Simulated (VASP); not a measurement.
# CaSe (P6_3/mmc) in VASP: notebook, part 2 of 2

VASP 6.6.1. Earlier steps stand in the parts before.

## Step 4: Single point, PBE

This run uses another cell than the first one, of 26.84 Å³/atom, 1.064 times its volume.

INCAR

```
SYSTEM = CaSe
ALGO = Normal ; EDIFF = 1E-7
ENCUT = 520 ; GGA = PE
ISIF = 2 ; ISMEAR = 0
LASPH = .True. ; LCHARG = .False.
LREAL = .False. ; LWAVE = .False.
NBANDS = 24 ; NELM = 60
PREC = Accurate ; SIGMA = 0.01
```

KPOINTS

```
k-points
0
Gamma
  6 6 4
  0 0 0
```

POSCAR

```
CaSe
1.0
    4.1498069770      0.0000000000      0.0000000000
   -2.0749034885      3.5938382629      0.0000000000
    0.0000000000      0.0000000000      7.1990692080
Ca Se
2 2
Direct
    0.0000000000      0.0000000000      0.0000000000
    0.0000000000      0.0000000000      0.5000000000
    0.3333333333      0.6666666667      0.2500000000
    0.6666666667      0.3333333333      0.7500000000
```

Potentials or basis: VASP PAW PBE potentials, release 64 (Ca_sv, Se).

On the command line:

```
$ cat potpaw_PBE.64/Ca_sv/POTCAR potpaw_PBE.64/Se/POTCAR > POTCAR
$ mpirun -np 1 vasp_std > vasp.out
```

OUTCAR:

```text
SYSTEM = CaSe
   EDIFF = 1E-7
   ENCUT = 520
   GGA = PE
   ISIF = 2
   ISMEAR = 0
   LASPH = .True.
   LREAL = .False.
   NELM = 60
   PREC = Accurate

 ion  position               nearest neighbor table
   1  0.000  0.000  0.000-
   2  0.000  0.000  0.500-
   3  0.333  0.667  0.250-
   4  0.667  0.333  0.750-

  LATTYP: Found a hexagonal cell.
 ALAT       =     4.1498069770
 C/A-ratio  =     1.7347961599

  Lattice vectors:

 A1 = (   4.1498069770,   0.0000000000,   0.0000000000)
 A2 = (  -2.0749034885,   3.5938382629,   0.0000000000)
 A3 = (   0.0000000000,   0.0000000000,   7.1990692080)

Analysis of symmetry for initial positions (statically):
=====================================================================
 Subroutine PRICEL returns:
 Original cell was already a primitive cell.

 Routine SETGRP: Setting up the symmetry group for a
 hexagonal supercell.

 Subroutine GETGRP returns: Found 24 space group operations
 (whereof 12 operations were pure point group operations)
[... 163 lines left out ...]
  free energy    TOTEN  =       -18.69475357 eV

  energy without entropy =      -18.69475357  energy(sigma->0) =      -18.69475357

 E-fermi :   2.4471     XC(G=0):  -8.9825

 val. band max:        2.3174971118   @ k =   0.0000   0.0000   0.0000
 cond. band min:       4.5344548261   @ k =   0.5000  -0.0000   0.0000
 fundamental gap:      2.2169577143
 Fermi energy:         2.4471161491

 k-point     1 :       0.0000    0.0000    0.0000
  band No.  band energies     occupation
      1     -37.7026      2.00000
      2     -37.6879      2.00000
      3     -18.8492      2.00000
      4     -18.6971      2.00000
      5     -18.6971      2.00000
      6     -18.6759      2.00000
[... 556 lines left out ...]
     23       7.7101      0.00000
     24       7.7101      0.00000

------------------------ aborting loop because EDIFF is reached ----------------------------------------

  FORCE on cell =-STRESS in cart. coord.  units (eV):
  Direction    XX          YY          ZZ          XY          YZ          ZX
  --------------------------------------------------------------------------------------
  -------------------------------------------------------------------------------------
  Total        0.0678193      0.0678193      0.0871616      0.0000000      0.0000000      0.0000000
  in kB        1.0120474      1.0120474      1.3006883      0.0000000      0.0000000      0.0000000
  external PRESSURE =       1.1082610 kB  Pullay stress =       0.0000000 kB

 VOLUME and BASIS-vectors are now :
 -----------------------------------------------------------------------------
  energy-cutoff  :      520.00
  volume of cell :      107.37
      direct lattice vectors                 reciprocal lattice vectors
     4.149806977  0.000000000  0.000000000     0.240975064  0.139127018  0.000000000
    -2.074903488  3.593838263  0.000000000     0.000000000  0.278254036  0.000000000
     0.000000000  0.000000000  7.199069208     0.000000000  0.000000000  0.138906846

 POSITION                                       TOTAL-FORCE (eV/Angst)
 -----------------------------------------------------------------------------------
      0.00000      0.00000      0.00000        -0.000000      0.000000      0.000000
      0.00000      0.00000      3.59953        -0.000000      0.000000      0.000000
     -0.00000      2.39589      1.79977        -0.000000      0.000000     -0.000000
      2.07490      1.19795      5.39930         0.000000     -0.000000      0.000000
 -----------------------------------------------------------------------------------
    total drift:                                0.000000     -0.000000      0.000000

  FREE ENERGIE OF THE ION-ELECTRON SYSTEM (eV)
  ---------------------------------------------------
  free  energy   TOTEN  =       -18.6947535678 eV

  energy  without entropy=      -18.6947535678  energy(sigma->0) =      -18.69475357
```

OSZICAR:

```text
N       E                     dE             d eps       ncg     rms          rms(c)
DAV:   1     0.264060296554E+03    0.26406E+03   -0.14889E+04  1008   0.123E+03
DAV:   2    -0.988786759099E+00   -0.26505E+03   -0.25399E+03  1160   0.326E+02
DAV:   3    -0.181764174307E+02   -0.17188E+02   -0.17041E+02  1672   0.712E+01
DAV:   4    -0.189822347388E+02   -0.80582E+00   -0.80358E+00  1568   0.132E+01
DAV:   5    -0.190000797101E+02   -0.17845E-01   -0.17844E-01  1440   0.160E+00    0.597E+00
DAV:   6    -0.187040722437E+02    0.29601E+00   -0.61296E-01  1272   0.290E+00    0.359E+00
DAV:   7    -0.186882280676E+02    0.15844E-01   -0.31427E-01  1456   0.263E+00    0.960E-01
DAV:   8    -0.186935547281E+02   -0.53267E-02   -0.39442E-02  1440   0.101E+00    0.126E-01
DAV:   9    -0.186943140716E+02   -0.75934E-03   -0.23959E-03  1376   0.288E-01    0.838E-02
DAV:  10    -0.186947198886E+02   -0.40582E-03   -0.55077E-04  1704   0.124E-01    0.257E-02
DAV:  11    -0.186947576655E+02   -0.37777E-04   -0.19940E-04  1304   0.909E-02    0.128E-02
DAV:  12    -0.186947543337E+02    0.33318E-05   -0.16620E-05  1496   0.222E-02    0.564E-03
DAV:  13    -0.186947536473E+02    0.68639E-06   -0.21444E-06  1480   0.860E-03    0.831E-04
DAV:  14    -0.186947535678E+02    0.79532E-07   -0.32084E-07  1160   0.334E-03
   1 F= -.18694754E+02 E0= -.18694754E+02  d E =-.846912E-77
```

stdout:

```text
POSCAR found type information on POSCAR CaSe
 POSCAR found :  2 types and       4 ions
 scaLAPACK will be used
 LDA part: xc-table for (Slater+PW92), standard interpolation
 POSCAR, INCAR and KPOINTS ok, starting setup
 FFT: planning ... GRIDC
 FFT: planning ... GRID_SOFT
 FFT: planning ... GRID
 WAVECAR not read
 entering main loop
```

Wall time 56 s (1 thread of Intel Xeon 6975P-C, shared host); peak memory 0.24 GiB.

Results:

```
Free energy            : -18.6948 eV
Pressure               : 0.1 GPa
Band gap on the k mesh : 2.22 eV, indirect (least direct gap 2.44 eV)
```

A k mesh can miss the band edges. PBE gaps usually lie below the measured ones, often by a third to a half.

## Step 5: Single point, PBE (volume changed by +3%)

INCAR

```
SYSTEM = CaSe
PREC = Accurate
ENCUT = 520
EDIFF = 1E-6
ISMEAR = 0
SIGMA = 0.01
LREAL = .FALSE.
LASPH = .TRUE.
NELM = 80
ALGO = Normal
ISIF = 2
LWAVE = .FALSE.
LCHARG = .FALSE.
GGA = PE
NBANDS = 24
```

KPOINTS

```
Automatic mesh
0
G
  6 6 4
  0 0 0
```

POSCAR

```
CaSe
1.0
    4.1908968471      0.0000000000      0.0000000000
   -2.0954484235      3.6294231342      0.0000000000
    0.0000000000      0.0000000000      7.2703517568
Ca Se
2 2
Direct
    0.0000000000      0.0000000000      0.0000000000
    0.0000000000      0.0000000000      0.5000000000
    0.3333333333      0.6666666667      0.2500000000
    0.6666666667      0.3333333333      0.7500000000
```

On the command line:

```
$ cat potpaw_PBE.64/Ca_sv/POTCAR potpaw_PBE.64/Se/POTCAR > POTCAR
$ mpirun -np 1 vasp_std > vasp.out
```

It took 52 s on 1 thread of Intel Xeon 6975P-C, shared host; peak memory 0.24 GiB.

It converged, with:

| Item | Value |
| --- | --- |
| Free energy | -18.6838 eV |
| Pressure | -1.2 GPa |
| Band gap on the k mesh | 2.26 eV, indirect (least direct gap 2.47 eV) |

Stress tensor (GPa, compression positive):
```
-1.17  0.00  0.00
 0.00 -1.17  0.00
 0.00  0.00 -1.31
```

Levels at points of the mesh, in eV from the valence-band top:
```tsv
k point	band 13	band 14	band 15	band 16	band 17	band 18	band 19	band 20
(0.00, 0.00, 0.00)	-0.98	-0.35	0.00	0.00	2.47	2.93	3.78	3.78
(0.50, 0.00, 0.00)	-1.64	-1.62	-1.13	-0.83	2.26	3.66	4.94	4.98
(0.00, 0.00, 0.50)	-0.57	-0.57	-0.57	-0.57	3.52	3.52	4.26	4.26
(0.50, 0.00, 0.50)	-1.33	-1.33	-0.98	-0.98	3.04	3.04	4.50	4.50
```

Caveat: the cell differs from its parent crystal (volume changed by +3%). A k mesh can miss the band edges.

## Step 6: Single point, PBE (volume changed by +6%)

INCAR

```
SYSTEM = CaSe
PREC = Accurate
ENCUT = 520
EDIFF = 1E-6
ISMEAR = 0
SIGMA = 0.01
LREAL = .False.
LASPH = .True.
NELM = 60
ALGO = Normal
ISIF = 2
LWAVE = .False.
LCHARG = .False.
GGA = PE
NBANDS = 24
```

KPOINTS

```
regular mesh
0
Gamma
  6 6 4
  0 0 0
```

POSCAR

```
CaSe
1.0
    4.2311964043      0.0000000000      0.0000000000
   -2.1155982022      3.6643235746      0.0000000000
    0.0000000000      0.0000000000      7.3402632740
Ca Se
2 2
Direct
    0.0000000000      0.0000000000      0.0000000000
    0.0000000000      0.0000000000      0.5000000000
    0.3333333333      0.6666666667      0.2500000000
    0.6666666667      0.3333333333      0.7500000000
```

Potentials or basis: VASP PAW PBE potentials, release 64 (Ca_sv, Se).

On the command line:

```
$ cat potpaw_PBE.64/Ca_sv/POTCAR potpaw_PBE.64/Se/POTCAR > POTCAR
$ mpirun -np 1 vasp_std > vasp.out
```

OUTCAR:

```text
SYSTEM = CaSe
   PREC = Accurate
   ENCUT = 520
   EDIFF = 1E-6
   ISMEAR = 0
   LREAL = .False.
   LASPH = .True.
   NELM = 60
   ISIF = 2
   GGA = PE

 ion  position               nearest neighbor table
   1  0.000  0.000  0.000-
   2  0.000  0.000  0.500-
   3  0.333  0.667  0.250-
   4  0.667  0.333  0.750-

  LATTYP: Found a hexagonal cell.
 ALAT       =     4.2311964043
 C/A-ratio  =     1.7347961599

  Lattice vectors:
[... 757 lines left out ...]

  FORCE on cell =-STRESS in cart. coord.  units (eV):
  Direction    XX          YY          ZZ          XY          YZ          ZX
  --------------------------------------------------------------------------------------
  -------------------------------------------------------------------------------------
  Total       -1.6072324     -1.6072324     -1.8081855      0.0000000     -0.0000000      0.0000000
  in kB      -22.6266691    -22.6266691    -25.4556937      0.0000000     -0.0000000      0.0000000
  external PRESSURE =     -23.5696773 kB  Pullay stress =       0.0000000 kB

 VOLUME and BASIS-vectors are now :
 -----------------------------------------------------------------------------
  energy-cutoff  :      520.00
  volume of cell :      113.81
      direct lattice vectors                 reciprocal lattice vectors
     4.231196404  0.000000000  0.000000000     0.236339774  0.136450832  0.000000000
    -2.115598202  3.664323575  0.000000000     0.000000000  0.272901664  0.000000000
     0.000000000  0.000000000  7.340263274     0.000000000  0.000000000  0.136234895

 POSITION                                       TOTAL-FORCE (eV/Angst)
 -----------------------------------------------------------------------------------
      0.00000      0.00000      0.00000         0.000000      0.000000     -0.000000
      0.00000      0.00000      3.67013         0.000000      0.000000     -0.000000
     -0.00000      2.44288      1.83507        -0.000000      0.000000      0.000000
      2.11560      1.22144      5.50520        -0.000000     -0.000000     -0.000000
 -----------------------------------------------------------------------------------
    total drift:                                0.000000     -0.000000      0.000000

  FREE ENERGIE OF THE ION-ELECTRON SYSTEM (eV)
  ---------------------------------------------------
  free  energy   TOTEN  =       -18.6481116611 eV

  energy  without entropy=      -18.6481116611  energy(sigma->0) =      -18.64811166
```

It took 51 s on 1 thread of Intel Xeon 6975P-C, shared host; peak memory 0.25 GiB.

What came out:

```
Free energy            : -18.6481 eV
Pressure               : -2.4 GPa
Band gap on the k mesh : 2.30 eV, indirect (least direct gap 2.49 eV)
```

Stress tensor (GPa, compression positive):
```
-2.26  0.00  0.00
 0.00 -2.26  0.00
 0.00  0.00 -2.55
```

Levels at points of the mesh, in eV from the valence-band top:
```
           k point  band 14  band 15  band 16  band 17  band 18  band 19
(0.00, 0.00, 0.00)    -0.34     0.00     0.00     2.49     2.80     3.77
(0.50, 0.00, 0.00)    -1.57    -1.08    -0.80     2.30     3.64     4.86
(0.00, 0.00, 0.50)    -0.54    -0.54    -0.54     3.48     3.48     4.23
(0.50, 0.00, 0.50)    -1.28    -0.94    -0.94     3.06     3.06     4.42
```

Caveat: the cell differs from its parent crystal (volume changed by +6%). A k mesh can miss the band edges.

## Step 7: The runs side by side

```tsv
cell	gap on the mesh (eV)	pressure (GPa)
a = 4.065, b = 4.065, c = 7.052 Å, angles 90.0, 90.0, 120.0°, 4 atoms	2.11	3.5
a = 4.108, b = 4.108, c = 7.126 Å, angles 90.0, 90.0, 120.0°, 4 atoms	2.17	1.7
a = 4.150, b = 4.150, c = 7.199 Å, angles 90.0, 90.0, 120.0°, 4 atoms	2.22	0.1
a = 4.191, b = 4.191, c = 7.270 Å, angles 90.0, 90.0, 120.0°, 4 atoms	2.26	-1.2
a = 4.231, b = 4.231, c = 7.340 Å, angles 90.0, 90.0, 120.0°, 4 atoms	2.30	-2.4
```

Alike in all rows: task single point; level PBE; potentials or basis VASP PAW PBE potentials, release 64 (Ca_sv, Se); no spin polarisation; k mesh 6 × 6 × 4; cutoff (eV) 520; smearing gaussian 0.01 eV.

Total energies depend on the potentials used, so only differences within one code and one set of settings carry meaning.
